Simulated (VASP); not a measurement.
# BeOs3 (Pm-3m) in VASP: a series of runs

Runs on BeOs3. Level: PBE. Tasks: single point, relaxation of cell and atoms.

Everything below comes from runs of VASP 6.6.1. Logs are shortened: lines on timing, memory, paths and dates and some standing lists are left out, and cuts for length are marked.

## Step 1: The cell of the first run

The structure is cubic, space group Pm-3m (No. 221). Conventional cell: a = 3.770 Å, b = 3.770 Å, c = 3.770 Å, α = 90.00°, β = 90.00°, γ = 90.00°. Within 3.5 Å of Be (site symmetry m-3m) lie 12 Os at 2.67 Å. Os (site symmetry 4/mmm) has 4 Be at 2.67 Å and 8 Os at 2.67 Å within 3.5 Å.

## Step 2: Single point, PBE

File INCAR:

```
  PREC = Accurate
  ENCUT = 520
  EDIFF = 1E-6
  ISMEAR = 0
  SIGMA = 0.1
  LREAL = False
  LASPH = True
  NELM = 60
  ALGO = Normal
  ISIF = 2
  LWAVE = False
  LCHARG = False
  GGA = PE
  NBANDS = 21
```

File KPOINTS:

```
Automatic mesh
0
Gamma
  6 6 6
```

File POSCAR:

```
BeOs3
1.0
    3.7697795254      0.0000000000      0.0000000000
    0.0000000000      3.7697795254      0.0000000000
    0.0000000000      0.0000000000      3.7697795254
Be Os
1 3
Direct
    0.0000000000      0.0000000000      0.0000000000
    0.0000000000      0.5000000000      0.5000000000
    0.5000000000      0.0000000000      0.5000000000
    0.5000000000      0.5000000000      0.0000000000
```

Potentials or basis: VASP PAW PBE potentials, release 64 (Be, Os).

Command:

```
> cat potpaw_PBE.64/Be/POTCAR potpaw_PBE.64/Os/POTCAR > POTCAR
> mpirun -np 1 vasp_std > vasp.out
```

OUTCAR:

```text
PREC = Accurate
   ENCUT = 520
   EDIFF = 1E-6
   ISMEAR = 0
   LREAL = False
   LASPH = True
   NELM = 60
   ISIF = 2
   GGA = PE

 ion  position               nearest neighbor table
   1  0.000  0.000  0.000-   2 2.67   3 2.67   4 2.67   2 2.67   3 2.67   2 2.67   4 2.67   2 2.67
                             3 2.67   4 2.67   3 2.67   4 2.67
   2  0.000  0.500  0.500-   1 2.67   3 2.67   4 2.67   1 2.67   4 2.67   1 2.67   3 2.67   1 2.67
                             3 2.67   4 2.67   4 2.67   3 2.67
   3  0.500  0.000  0.500-   1 2.67   2 2.67   4 2.67   1 2.67   4 2.67   2 2.67   4 2.67   4 2.67
                             1 2.67   2 2.67   1 2.67   2 2.67
   4  0.500  0.500  0.000-   1 2.67   2 2.67   3 2.67   2 2.67   3 2.67   1 2.67   3 2.67   3 2.67
                             1 2.67   2 2.67   2 2.67   1 2.67

  LATTYP: Found a simple cubic cell.
 ALAT       =     3.7697795254

  Lattice vectors:

 A1 = (   3.7697795254,   0.0000000000,   0.0000000000)
 A2 = (   0.0000000000,   3.7697795254,   0.0000000000)
 A3 = (   0.0000000000,   0.0000000000,   3.7697795254)

Analysis of symmetry for initial positions (statically):
=====================================================================
 Subroutine PRICEL returns:
 Original cell was already a primitive cell.

 Routine SETGRP: Setting up the symmetry group for a
 simple cubic supercell.

 Subroutine GETGRP returns: Found 48 space group operations
 (whereof 48 operations were pure point group operations)
 out of a pool of 48 trial point group operations.

The static configuration has the point symmetry O_h .

Analysis of symmetry for dynamics (positions and initial velocities):
=====================================================================
 Subroutine PRICEL returns:
 Original cell was already a primitive cell.

 Routine SETGRP: Setting up the symmetry group for a
 simple cubic supercell.

 Subroutine GETGRP returns: Found 48 space group operations
 (whereof 48 operations were pure point group operations)
 out of a pool of 48 trial point group operations.

The dynamic configuration has the point symmetry O_h .

 Subroutine INISYM returns: Found 48 space group operations
 (whereof 48 operations are pure point group operations),
 and found     1 'primitive' translations

----------------------------------------------------------------------------------------

                                     Primitive cell

  volume of cell :      53.5732

[... 86 lines left out ...]
   NELM   =     60;   NELMIN=  2; NELMDL= -5     # of ELM steps
   EDIFF  = 0.1E-05   stopping-criterion for ELM
   LREAL  =      F    real-space projection
   EDIFFG = 0.1E-04   stopping-criterion for IOM
   NSW    =      0    number of steps for IOM
   IBRION =     -1    ionic relax: 0-MD 1-quasi-New 2-CG
   NFREE  =      0    steps in history (QN), initial steepest desc. (CG)
   ISIF   =      2    stress and relaxation
   ISYM   =      2    0-nonsym 1-usesym 2-fastsym
   POTIM  = 0.5000    time-step for ionic-motion
   TEBEG  =    0.0;   TEEND  =   0.0 temperature during run
   PSTRESS=    0.0 pullay stress
   NELECT =      26.0000    total number of electrons
   NUPDOWN=      -1.0000    fix difference up-down
   EMIN   =  10.00;   EMAX   =-10.00  energy-range for DOS
   EFERMI =   0.00;   METHOD = LEGACY
   ISMEAR =     0;   SIGMA  =   0.10  broadening in eV -4-tet -1-fermi 0-gaus
   EFERMI_NEDOS =   21; number of points for ismear=-14 and -15
   IALGO  =     38    algorithm
   IMIX   =      4    mixing-type and parameters
     AMIX     =   0.40;   BMIX     =  1.00
     AMIX_MAG =   1.60;   BMIX_MAG =  1.00
  volume/ion in A,a.u.               =      13.39        90.38
  Fermi-wavevector in a.u.,A,eV,Ry     =   1.286520  2.431171 22.519474  1.655135
  Thomas-Fermi vector in A             =   2.418590
   LORBIT       =      0    0 simple, 1 ext, 2 COOP (PROOUT), +10 PAW based schemes
   GGA     = PE    functional components
   LHFCALC =     F    Hartree Fock is set to
   AEXX    =    0.0000 exact exchange contribution
   IVDW    =     0    specifies the selected vdW correction
   LEPSILON=     F    determine dielectric tensor
   LRPA    =     F    only Hartree local field effects (RPA)
 non-spin polarized calculation
 Gauss-broadening in eV      SIGMA  =   0.10
  energy-cutoff  :      520.00
  volume of cell :       53.57
 maximum number of plane-waves:      1472
   NGX = 15   NGY = 15   NGZ = 15

 number of electron      25.9999994 magnetization

 Free energy of the ion-electron system (eV)
  ---------------------------------------------------
  ext. energy  EPLUGINS =         0.00000000
  ---------------------------------------------------
  free energy    TOTEN  =       -35.80819479 eV

  energy without entropy =      -35.78533933  energy(sigma->0) =      -35.79676706

 E-fermi :   8.1353     XC(G=0): -13.0751

 val. band max:        8.1257222654   @ k =   0.3333   0.1667   0.0000
 cond. band min:       8.1733123201   @ k =   0.3333   0.0000   0.0000
 fundamental gap:      0.0475900547
 Fermi energy:         8.1352740436

 k-point     1 :       0.0000    0.0000    0.0000
  band No.  band energies     occupation
      1      -2.3072      2.00000
      2       0.3733      2.00000
      3       2.3573      2.00000
      4       2.3573      2.00000
      5       2.3573      2.00000
      6       2.5460      2.00000
[... 469 lines left out ...]
     20      14.6455      0.00000
     21      16.2462      0.00000

------------------------ aborting loop because EDIFF is reached ----------------------------------------

  FORCE on cell =-STRESS in cart. coord.  units (eV):
  Direction    XX          YY          ZZ          XY          YZ          ZX
  --------------------------------------------------------------------------------------
  -------------------------------------------------------------------------------------
  Total       -0.0665109     -0.0665109     -0.0665109     -0.0000000     -0.0000000      0.0000000
  in kB       -1.9890955     -1.9890955     -1.9890955     -0.0000000     -0.0000000      0.0000000
  external PRESSURE =      -1.9890955 kB  Pullay stress =       0.0000000 kB

 VOLUME and BASIS-vectors are now :
 -----------------------------------------------------------------------------
  energy-cutoff  :      520.00
  volume of cell :       53.57
      direct lattice vectors                 reciprocal lattice vectors
     3.769779525  0.000000000  0.000000000     0.265267503  0.000000000  0.000000000
     0.000000000  3.769779525  0.000000000     0.000000000  0.265267503  0.000000000
     0.000000000  0.000000000  3.769779525     0.000000000  0.000000000  0.265267503

 POSITION                                       TOTAL-FORCE (eV/Angst)
 -----------------------------------------------------------------------------------
      0.00000      0.00000      0.00000         0.000000      0.000000      0.000000
      0.00000      1.88489      1.88489         0.000000      0.000000      0.000000
      1.88489      0.00000      1.88489         0.000000      0.000000      0.000000
      1.88489      1.88489      0.00000         0.000000      0.000000      0.000000
 -----------------------------------------------------------------------------------
    total drift:                                0.000000      0.000000      0.000000

  FREE ENERGIE OF THE ION-ELECTRON SYSTEM (eV)
  ---------------------------------------------------
  free  energy   TOTEN  =       -35.8081947897 eV

  energy  without entropy=      -35.7853393285  energy(sigma->0) =      -35.79676706
```

OSZICAR:

```text
N       E                     dE             d eps       ncg     rms          rms(c)
DAV:   1     0.165893660062E+03    0.16589E+03   -0.12152E+04   840   0.117E+03
DAV:   2    -0.253528232593E+02   -0.19125E+03   -0.17991E+03   850   0.376E+02
DAV:   3    -0.379644875575E+02   -0.12612E+02   -0.11772E+02  1126   0.735E+01
DAV:   4    -0.383140509308E+02   -0.34956E+00   -0.34831E+00   893   0.137E+01
DAV:   5    -0.383195860869E+02   -0.55352E-02   -0.55324E-02  1070   0.136E+00    0.271E+01
DAV:   6    -0.360942094411E+02    0.22254E+01   -0.39636E+00  1024   0.137E+01    0.106E+01
DAV:   7    -0.358453286008E+02    0.24888E+00   -0.85987E-01  1026   0.565E+00    0.317E+00
DAV:   8    -0.358090305689E+02    0.36298E-01   -0.41969E-02   992   0.138E+00    0.766E-01
DAV:   9    -0.358082297426E+02    0.80083E-03   -0.22226E-03   965   0.328E-01    0.147E-01
DAV:  10    -0.358082004543E+02    0.29288E-04   -0.34494E-04  1020   0.123E-01    0.367E-02
DAV:  11    -0.358081965952E+02    0.38590E-05   -0.32339E-05   949   0.397E-02    0.824E-03
DAV:  12    -0.358081948424E+02    0.17529E-05   -0.21948E-06   715   0.964E-03    0.219E-03
DAV:  13    -0.358081947897E+02    0.52705E-07   -0.10608E-07   520   0.310E-03
   1 F= -.35808195E+02 E0= -.35796767E+02  d E =-.228555E-01
```

stdout:

```text
POSCAR found type information on POSCAR BeOs
 POSCAR found :  2 types and       4 ions
 scaLAPACK will be used
 LDA part: xc-table for (Slater+PW92), standard interpolation
 POSCAR, INCAR and KPOINTS ok, starting setup
 FFT: planning ... GRIDC
 FFT: planning ... GRID_SOFT
 FFT: planning ... GRID
 WAVECAR not read
 entering main loop
```

It took 14 s on 1 thread of Intel Xeon 6975P-C, shared host; peak memory 0.16 GiB.

What came out:

```
Free energy            : -35.8082 eV
Pressure               : -0.2 GPa
Band gap on the k mesh : zero (bands 13 and 14 overlap by 1.87 eV)
```

Caveat: spin-orbit coupling is left out, which moves the levels of the heavy elements.

## Step 3: Relaxation of cell and atoms, PBE

This run uses another cell than the first one, of 11.61 Å³/atom.

File INCAR:

```
SYSTEM = BeOs3
PREC = Accurate
ENCUT = 600
EDIFF = 1E-7
ISMEAR = 0
SIGMA = 0.1
LREAL = .False.
LASPH = .True.
NELM = 80
ALGO = Normal
ISIF = 3
LWAVE = .False.
LCHARG = .False.
GGA = PE
IBRION = 2
NSW = 90
EDIFFG = -0.04
```

File KPOINTS:

```
Automatic mesh
0
Gamma
  6 6 6
  0 0 0
```

File POSCAR:

```
BeOs3
1.0
    3.5945454354      0.0000000000      0.0000000000
    0.0000000000      3.5945454354      0.0000000000
    0.0000000000      0.0000000000      3.5945454354
Be Os
1 3
Direct
    0.0000000000      0.0000000000      0.0000000000
    0.0000000000      0.5000000000      0.5000000000
    0.5000000000      0.0000000000      0.5000000000
    0.5000000000      0.5000000000      0.0000000000
```

Potentials or basis: VASP PAW PBE potentials, release 64 (Be, Os).

Command:

```
> cat potpaw_PBE.64/Be/POTCAR potpaw_PBE.64/Os/POTCAR > POTCAR
> mpirun -np 1 vasp_std > vasp.out
```

It took 81 s on 1 thread of Intel Xeon 6975P-C, shared host; peak memory 0.19 GiB.

It converged, with:

* Free energy: -35.8064 eV
* Relaxed volume: 13.38 Å³/atom
* Relaxed cell: a = 3.769 Å, b = 3.769 Å, c = 3.769 Å, α = 90.00°, β = 90.00°, γ = 90.00°
* Space group after relaxing (to 0.1 Å): Pm-3m (No. 221)
* Pressure after relaxing: 0.0 GPa
* Band gap on the k mesh: zero (bands 13 and 14 overlap by 1.88 eV)

Final structure:
```
Be Os
1.0
     3.76898    0.00000    0.00000
     0.00000    3.76898    0.00000
     0.00000    0.00000    3.76898
Be Os
1 3
Direct
  0.00000 0.00000 0.00000
  0.00000 0.50000 0.50000
  0.50000 0.00000 0.50000
  0.50000 0.50000 0.00000
```

Levels at points of the mesh, in eV from the Fermi level:
| k point | band 10 | band 11 | band 12 | band 13 | band 14 | band 15 | band 16 | band 17 |
| --- | --- | --- | --- | --- | --- | --- | --- | --- |
| (0.00, 0.00, 0.00) | -0.74 | 0.71 | 0.71 | 0.71 | 1.31 | 1.31 | 2.89 | 3.62 |
| (0.50, 0.00, 0.00) | -2.03 | -1.81 | -1.48 | -0.59 | -0.59 | -0.27 | 1.53 | 3.63 |
| (0.50, 0.50, 0.00) | -2.54 | -1.26 | -1.26 | -1.15 | -0.92 | 0.06 | 0.52 | 1.16 |
| (0.50, 0.50, 0.50) | -1.58 | -1.06 | -1.06 | -1.06 | 0.07 | 0.25 | 0.25 | 2.90 |

Caveat: the volume moved by over 15 % at a fixed basis, so the end points are rough; spin-orbit coupling is left out, which moves the levels of the heavy elements.

## Step 4: Single point, PBE

File INCAR:

```
SYSTEM = BeOs3
PREC = Accurate
ENCUT = 520
EDIFF = 1E-7
ISMEAR = 0
SIGMA = 0.1
LREAL = .FALSE.
LASPH = .TRUE.
NELM = 100
ALGO = Normal
ISIF = 2
LWAVE = .FALSE.
LCHARG = .TRUE.
GGA = PE
LELF = .TRUE.
LVHAR = .TRUE.
NBANDS = 21
```

File KPOINTS:

```
regular mesh
0
G
  12 12 12
  0 0 0
```

File POSCAR:

```
BeOs3
1.0
    3.7686017942      0.0000000000      0.0000000000
    0.0000000000      3.7686017942      0.0000000000
    0.0000000000      0.0000000000      3.7686017942
Be Os
1 3
Direct
    0.0000000000      0.0000000000      0.0000000000
    0.0000000000      0.5000000000      0.5000000000
    0.5000000000      0.0000000000      0.5000000000
    0.5000000000      0.5000000000      0.0000000000
```

Command:

```
> cat potpaw_PBE.64/Be/POTCAR potpaw_PBE.64/Os/POTCAR > POTCAR
> mpirun -np 1 vasp_std > vasp.out
```

Run time: 54 s. Hardware: 1 thread of Intel Xeon 6975P-C, shared host; peak memory 0.22 GiB.

It converged, with:

```
Free energy            : -35.7995 eV
Pressure               : 0.1 GPa
Band gap on the k mesh : zero (bands 13 and 14 overlap by 2.03 eV)
```

Levels at points of the mesh, in eV from the Fermi level:
| k point | band 11 | band 12 | band 13 | band 14 | band 15 | band 16 |
| --- | --- | --- | --- | --- | --- | --- |
| (0.00, 0.00, 0.00) | 0.71 | 0.71 | 0.71 | 1.33 | 1.33 | 2.90 |
| (0.50, 0.00, 0.00) | -1.80 | -1.46 | -0.58 | -0.58 | -0.25 | 1.55 |
| (0.50, 0.50, 0.00) | -1.24 | -1.24 | -1.13 | -0.91 | 0.07 | 0.54 |
| (0.50, 0.50, 0.50) | -1.04 | -1.04 | -1.04 | 0.09 | 0.26 | 0.26 |

Caveat: spin-orbit coupling is left out, which moves the levels of the heavy elements.

[end of part 1 of 2]

The gap in the log of VASP goes by the Fermi energy; the results here count the filled bands.